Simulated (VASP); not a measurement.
# KCl (Fm-3m) in VASP: relaxation of cell and atoms with r2SCAN

Aim: the relaxation of cell and atoms of KCl with r2SCAN.

Program: VASP 6.6.1. These are calculated values, not measurements. Logs are shortened: lines on timing, memory, paths and dates and some standing lists are left out, and cuts for length are marked.

## Step 1: The cell of the first run

Symmetry: Fm-3m, No. 225, cubic system. Conventional cell: a = 6.378 Å, b = 6.378 Å, c = 6.378 Å, α = 90.00°, β = 90.00°, γ = 90.00°. Within 4.2 Å of K (site symmetry m-3m) lie 6 Cl at 3.19 Å. Within 4.2 Å of Cl (site symmetry m-3m) lie 6 K at 3.19 Å.

## Step 2: Relaxation of cell and atoms, r2SCAN

File POSCAR:

```
KCl
1.0
    0.0000000000      3.1891679989      3.1891679989
    3.1891679989      0.0000000000      3.1891679989
    3.1891679989      3.1891679989      0.0000000000
K Cl
1 1
Direct
    0.0000000000      0.0000000000      0.0000000000
    0.5000000000      0.5000000000      0.5000000000
```

File INCAR.step1:

```
  ALGO = Normal
  EDIFF = 1E-4
  ENCUT = 600
  GGA = PE
  ISMEAR = -1
  LASPH = T
  LCHARG = F
  LREAL = F
  LWAVE = T
  NELM = 80
  PREC = Accurate
  SIGMA = 0.02
```

File INCAR.step2:

```
  ALGO = Normal
  EDIFF = 1E-6
  EDIFFG = -0.005
  ENCUT = 600
  IBRION = 2
  ISIF = 3
  ISMEAR = -1
  ISTART = 1
  LASPH = T
  LCHARG = F
  LMIXTAU = T
  LREAL = F
  LWAVE = F
  METAGGA = R2SCAN
  NELM = 80
  NSW = 80
  PREC = Accurate
  SIGMA = 0.02
```

File KPOINTS:

```
k-points
0
Gamma
  6 6 6
```

Potentials or basis: VASP PAW PBE potentials, release 64 (K_sv, Cl).

Launch:

```sh
$ cat potpaw_PBE.64/K_sv/POTCAR potpaw_PBE.64/Cl/POTCAR > POTCAR
$ cp INCAR.step1 INCAR
$ mpirun -np 1 vasp_std > vasp.out
$ cp INCAR.step2 INCAR
$ mpirun -np 1 vasp_std > vasp.out
```

OUTCAR:

```text
EDIFF = 1E-6
   EDIFFG = -0.005
   ENCUT = 600
   IBRION = 2
   ISIF = 3
   ISMEAR = -1
   ISTART = 1
   LASPH = T
   LREAL = F
   METAGGA = R2SCAN
   NELM = 80
   NSW = 80
   PREC = Accurate

 ion  position               nearest neighbor table
   1  0.000  0.000  0.000-   2 3.19   2 3.19   2 3.19   2 3.19   2 3.19   2 3.19
   2  0.500  0.500  0.500-   1 3.19   1 3.19   1 3.19   1 3.19   1 3.19   1 3.19

  LATTYP: Found a face centered cubic cell.
 ALAT       =     6.3783359978

  Lattice vectors:

 A1 = (   0.0000000000,   3.1891679989,   3.1891679989)
 A2 = (   3.1891679989,   0.0000000000,   3.1891679989)
 A3 = (   3.1891679989,   3.1891679989,   0.0000000000)

Analysis of symmetry for initial positions (statically):
=====================================================================
 Subroutine PRICEL returns:
 Original cell was already a primitive cell.

 Routine SETGRP: Setting up the symmetry group for a
 face centered cubic supercell.

 Subroutine GETGRP returns: Found 48 space group operations
 (whereof 48 operations were pure point group operations)
 out of a pool of 48 trial point group operations.

The static configuration has the point symmetry O_h .

Analysis of symmetry for dynamics (positions and initial velocities):
=====================================================================
 Subroutine PRICEL returns:
 Original cell was already a primitive cell.

 Routine SETGRP: Setting up the symmetry group for a
 face centered cubic supercell.

 Subroutine GETGRP returns: Found 48 space group operations
 (whereof 48 operations were pure point group operations)
 out of a pool of 48 trial point group operations.

The dynamic configuration has the point symmetry O_h .

 Subroutine INISYM returns: Found 48 space group operations
 (whereof 48 operations are pure point group operations),
 and found     1 'primitive' translations

----------------------------------------------------------------------------------------

                                     Primitive cell

  volume of cell :      64.8727

  direct lattice vectors                    reciprocal lattice vectors
     0.000000000  3.189167999  3.189167999    -0.156780703  0.156780703  0.156780703
     3.189167999  0.000000000  3.189167999     0.156780703 -0.156780703  0.156780703
     3.189167999  3.189167999  0.000000000     0.156780703  0.156780703 -0.156780703

  length of vectors
     4.510164637  4.510164637  4.510164637     0.271552143  0.271552143  0.271552143

  position of ions in fractional coordinates (direct lattice)
     0.000000000  0.000000000  0.000000000
     0.500000000  0.500000000  0.500000000

  ion indices of the primitive-cell ions
   primitive index   ion index
                 1           1
                 2           2

----------------------------------------------------------------------------------------

 KPOINTS: k-points

Automatic generation of k-mesh.
 Grid dimensions read from file:
 generate k-points for:    6    6    6

 Generating k-lattice:

  Cartesian coordinates                     Fractional coordinates (reciprocal lattice)
    -0.026130117  0.026130117  0.026130117     0.166666667  0.000000000  0.000000000
     0.026130117 -0.026130117  0.026130117     0.000000000  0.166666667  0.000000000
     0.026130117  0.026130117 -0.026130117     0.000000000  0.000000000  0.166666667

  Length of vectors
     0.045258690  0.045258690  0.045258690

  Shift w.r.t. Gamma in fractional coordinates (k-lattice)
     0.000000000  0.000000000  0.000000000

 Subroutine IBZKPT returns following result:
 ===========================================

 Found     16 irreducible k-points:

 Following reciprocal coordinates:
            Coordinates               Weight
  0.000000  0.000000  0.000000      1.000000
  0.166667  0.000000  0.000000      8.000000
  0.333333  0.000000  0.000000      8.000000
  0.500000  0.000000  0.000000      4.000000
  0.166667  0.166667  0.000000      6.000000
  0.333333  0.166667  0.000000     24.000000
[... 8 lines left out ...]
 -0.333333  0.333333  0.166667     24.000000
 -0.333333  0.500000  0.166667     12.000000
   k-points           NKPTS =     16   k-points in BZ     NKDIM =     16   number of bands    NBANDS=     12
   number of dos      NEDOS =    301   number of ions     NIONS =      2
   total plane-waves  NPLWV =  46656
   dimension x,y,z NGX =    36 NGY =   36 NGZ =   36
   dimension x,y,z NGXF=    72 NGYF=   72 NGZF=   72
   ions per type =               1   1
   NGX,Y,Z   is equivalent  to a cutoff of  13.27, 13.27, 13.27 a.u.
   NGXF,Y,Z  is equivalent  to a cutoff of  26.54, 26.54, 26.54 a.u.
 SYSTEM =  unknown system
   PREC   = accura    normal or accurate (medium, high low for compatibility)
   ISTART =      1    job   : 0-new  1-cont  2-samecut
   ICHARG =      0    charge: 1-file 2-atom 10-const
   ISPIN  =      1    spin polarized calculation?
   LNONCOLLINEAR =      F non collinear calculations
   LSORBIT =      F    spin-orbit coupling
   LASPH  =      T    aspherical Exc in radial PAW
   ENCUT  =  600.0 eV  44.10 Ry    6.64 a.u.   9.01  9.01  9.01*2*pi/ulx,y,z
   NELM   =     80;   NELMIN=  2; NELMDL=  0     # of ELM steps
   EDIFF  = 0.1E-05   stopping-criterion for ELM
   LREAL  =      F    real-space projection
   EDIFFG = -.5E-02   stopping-criterion for IOM
   NSW    =     80    number of steps for IOM
   IBRION =      2    ionic relax: 0-MD 1-quasi-New 2-CG
   NFREE  =      1    steps in history (QN), initial steepest desc. (CG)
   ISIF   =      3    stress and relaxation
   ISYM   =      2    0-nonsym 1-usesym 2-fastsym
   POTIM  = 0.5000    time-step for ionic-motion
   TEBEG  =    0.0;   TEEND  =   0.0 temperature during run
   PSTRESS=    0.0 pullay stress
   NELECT =      16.0000    total number of electrons
   NUPDOWN=      -1.0000    fix difference up-down
   EMIN   =  10.00;   EMAX   =-10.00  energy-range for DOS
   EFERMI =   0.00;   METHOD = LEGACY
   ISMEAR =    -1;   SIGMA  =   0.02  broadening in eV -4-tet -1-fermi 0-gaus
   EFERMI_NEDOS =   21; number of points for ismear=-14 and -15
   IALGO  =     38    algorithm
   IMIX   =      4    mixing-type and parameters
     AMIX     =   0.40;   BMIX     =  1.00
     AMIX_MAG =   1.60;   BMIX_MAG =  1.00
  volume/ion in A,a.u.               =      32.44       218.89
  Fermi-wavevector in a.u.,A,eV,Ry     =   1.026662  1.940110 14.341011  1.054035
  Thomas-Fermi vector in A             =   2.160566
   LORBIT       =      0    0 simple, 1 ext, 2 COOP (PROOUT), +10 PAW based schemes
   METAGGA = R2SCAN    functional components
   LHFCALC =     F    Hartree Fock is set to
   AEXX    =    0.0000 exact exchange contribution
   IVDW    =     0    specifies the selected vdW correction
   LEPSILON=     F    determine dielectric tensor
   LRPA    =     F    only Hartree local field effects (RPA)
 conjugate gradient relaxation of ions
 non-spin polarized calculation
  energy-cutoff  :      600.00
  volume of cell :       64.87
 maximum number of plane-waves:      2200
   NGX = 17   NGY = 17   NGZ = 17

--------------------------------------- Ionic step        1  -------------------------------------------

 number of electron      15.9999998 magnetization

 Free energy of the ion-electron system (eV)
  ---------------------------------------------------
  ext. energy  EPLUGINS =         0.00000000
  ---------------------------------------------------
  free energy    TOTEN  =       -16.50236375 eV

  energy without entropy =      -16.50236375  energy(sigma->0) =      -16.50236375

------------------------ aborting loop because EDIFF is reached ----------------------------------------

  FORCE on cell =-STRESS in cart. coord.  units (eV):
  Direction    XX          YY          ZZ          XY          YZ          ZX
  --------------------------------------------------------------------------------------
  -------------------------------------------------------------------------------------
  Total       -0.2792124     -0.2792124     -0.2792124      0.0000000     -0.0000000      0.0000000
  in kB       -6.8957755     -6.8957755     -6.8957755      0.0000000     -0.0000000      0.0000000
  external PRESSURE =      -6.8957755 kB  Pullay stress =       0.0000000 kB

 VOLUME and BASIS-vectors are now :
 -----------------------------------------------------------------------------
  energy-cutoff  :      600.00
  volume of cell :       64.87
      direct lattice vectors                 reciprocal lattice vectors
     0.000000000  3.189167999  3.189167999    -0.156780703  0.156780703  0.156780703
     3.189167999  0.000000000  3.189167999     0.156780703 -0.156780703  0.156780703
     3.189167999  3.189167999  0.000000000     0.156780703  0.156780703 -0.156780703
[... 37 lines left out ...]
 POSITION                                       TOTAL-FORCE (eV/Angst)
 -----------------------------------------------------------------------------------
      0.00000      3.16769      3.16769         0.000000     -0.000000     -0.000000
      3.16769      3.16769      3.16769        -0.000000      0.000000      0.000000
 -----------------------------------------------------------------------------------
    total drift:                               -0.000000     -0.000000      0.000000

  FREE ENERGIE OF THE ION-ELECTRON SYSTEM (eV)
  ---------------------------------------------------
  free  energy   TOTEN  =       -16.5066130481 eV

  energy  without entropy=      -16.5066130481  energy(sigma->0) =      -16.50661305

--------------------------------------- Ionic step        3  -------------------------------------------

 number of electron      16.0000000 magnetization

 Free energy of the ion-electron system (eV)
  ---------------------------------------------------
  ext. energy  EPLUGINS =         0.00000000
  ---------------------------------------------------
  free energy    TOTEN  =       -16.50793831 eV

  energy without entropy =      -16.50793831  energy(sigma->0) =      -16.50793831

 E-fermi :  -1.7962     XC(G=0):  -7.9420

 val. band max:       -2.2747959698   @ k =   0.0000   0.0000   0.0000
 cond. band min:       3.5457773537   @ k =   0.0000   0.0000   0.0000
 fundamental gap:      5.8205733235
 Fermi energy:        -1.7961980703

 k-point     1 :       0.0000    0.0000    0.0000
  band No.  band energies     occupation
      1     -30.5492      2.00000
      2     -14.9412      2.00000
      3     -13.2409      2.00000
      4     -13.2409      2.00000
      5     -13.2409      2.00000
      6      -2.2748      2.00000
      7      -2.2748      2.00000
      8      -2.2748      2.00000
      9       3.5458      0.00000
     10       6.7581      0.00000
     11       6.7581      0.00000
     12       6.7581      0.00000

 k-point     2 :       0.1667    0.0000    0.0000
  band No.  band energies     occupation
      1     -30.5466      2.00000
      2     -14.9847      2.00000
      3     -13.2429      2.00000
      4     -13.2429      2.00000
      5     -13.1827      2.00000
      6      -2.5797      2.00000
      7      -2.3585      2.00000
      8      -2.3585      2.00000
      9       4.1787      0.00000
     10       6.5376      0.00000
     11       7.1163      0.00000
     12       7.1163      0.00000
[... 230 lines left out ...]
 POSITION                                       TOTAL-FORCE (eV/Angst)
 -----------------------------------------------------------------------------------
      0.00000      0.00000      0.00000         0.000000      0.000000      0.000000
      3.14919      3.14919      3.14919        -0.000000      0.000000     -0.000000
 -----------------------------------------------------------------------------------
    total drift:                                0.000000      0.000000      0.000000

  FREE ENERGIE OF THE ION-ELECTRON SYSTEM (eV)
  ---------------------------------------------------
  free  energy   TOTEN  =       -16.5079383069 eV

  energy  without entropy=      -16.5079383069  energy(sigma->0) =      -16.50793831

 reached required accuracy - stopping structural energy minimisation
```

It took 4.2 min on 1 thread of Intel Xeon Platinum 8175M at 2.50GHz (Skylake/Cascade Lake), shared host; peak memory 0.24 GiB.

Results:

```
Free energy                            : -16.5079 eV
Relaxed volume                         : 31.23 Å³/atom
Relaxed cell                           : a = 4.454 Å, b = 4.454 Å, c = 4.454 Å, α = 60.00°, β = 60.00°, γ = 60.00°
Space group after relaxing (to 0.05 Å) : Fm-3m (No. 225)
Energy gained by relaxing              : 2.8 meV/atom
Ionic steps                            : 3
Pressure after relaxing                : 0.0 GPa
Band gap on the k mesh                 : 5.82 eV, direct
```

Step by step:
```
step  energy change (eV)  largest force (eV/Å)  pressure (GPa)  volume (Å³)
   1              0.0000                0.0000           -0.69        64.87
   2             -0.0042                0.0000           -0.35        63.57
   3             -0.0056                0.0000           -0.03        62.46
```

Final structure:
```
CELL_PARAMETERS angstrom
0.00000 3.14919 3.14919
3.14919 0.00000 3.14919
3.14919 3.14919 0.00000
ATOMIC_POSITIONS crystal
K 0.00000 0.00000 0.00000
Cl 0.50000 0.50000 0.50000
```

Caveat: the PAW data sets were made with another functional, which shifts forces and pressure a little. r2SCAN opens gaps a little over a GGA but as a rule still falls short of measured ones.
